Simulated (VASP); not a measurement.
A run of VASP 6.6.1 is set up as follows.

The input INCAR:

```
SYSTEM = CdTe
ALGO = Normal
EDIFF = 1E-6
ENCUT = 520
GGA = PS
ISIF = 2
ISMEAR = 0
LASPH = .True.
LCHARG = .False.
LREAL = .False.
LWAVE = .False.
NBANDS = 16
NELM = 100
PREC = Accurate
SIGMA = 0.01
```

KPOINTS

```
k-points
0
Gamma
  6 6 6
  0 0 0
```

File POSCAR:

```
CdTe
1.0
    3.2771516875      3.2771516875      0.0000000000
   -3.2771516875      3.2771516875      0.0000000000
    0.0000000000      3.2771516875      3.2043853602
Cd Te
1 1
Direct
    0.0000000000      0.0000000000      0.0000000000
    0.7500000000      0.2500000000      0.5000000000
```

Potentials or basis: VASP PAW PBE potentials, release 64 (Cd, Te).

The run is started by

```bash
$ cat potpaw_PBE.64/Cd/POTCAR potpaw_PBE.64/Te/POTCAR > POTCAR
$ mpirun -np 1 vasp_std > vasp.out
```

(1) Estimate the band gap on the k mesh.

(2) Predict the pressure.

Results:

(1) 0.58 eV, direct.

(2) -0.1 GPa.

Caveat: the cell differs from its parent crystal (in-plane strain +0.01, then relaxed in part); the PAW data sets were made with another functional, which shifts forces and pressure a little; spin-orbit coupling is left out, which moves the levels of the heavy elements.
